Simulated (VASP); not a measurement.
Here is a VASP 6.6.1 calculation.

The input INCAR:

```
PREC     = Accurate       # precision mode
ENCUT    = 520            # plane-wave cutoff, eV
EDIFF    = 1E-7           # SCF threshold, eV
ISMEAR   = 1              # smearing method
SIGMA    = 0.01           # smearing width, eV
LREAL    = False          # projectors in reciprocal space
LASPH    = True           # aspherical terms in the spheres
NELM     = 80             # most SCF steps
ALGO     = Normal         # electronic algorithm
ISIF     = 2              # what is computed and relaxed
LWAVE    = False          # write WAVECAR
LCHARG   = False          # write CHGCAR
GGA      = PE             # functional
IVDW     = 13             # dispersion correction
NBANDS   = 15             # bands
```

KPOINTS

```
Automatic mesh
0
Gamma
  7 7 7
```

POSCAR

```
ZrC
1.0
    3.3126387674      0.0000000000      0.0000000000
    1.6563193837      2.8688293261      0.0000000000
    1.6563193837      0.9562764420      2.7047582274
Zr C
1 1
Direct
    0.5000000000      0.5000000000      0.5000000000
    0.0000000000      0.0000000000      0.0000000000
```

Potentials or basis: VASP PAW PBE potentials, release 64 (Zr_sv, C).

Run with:

```bash
$ cat potpaw_PBE.64/Zr_sv/POTCAR potpaw_PBE.64/C/POTCAR > POTCAR
$ mpirun -np 1 vasp_std > vasp.out
```

Q: What does it give for the pressure?

A: 0.2 GPa.

Q: What does it give for the band gap on the k mesh?

A: Zero (band 8 reaches 10.67 eV, above the bottom of band 9 at 9.38 eV).

Q: Estimate the dispersion energy per atom.

A: -0.251 eV.

Caveat: pairwise dispersion overbinds metals, which lowers pressure and volume.
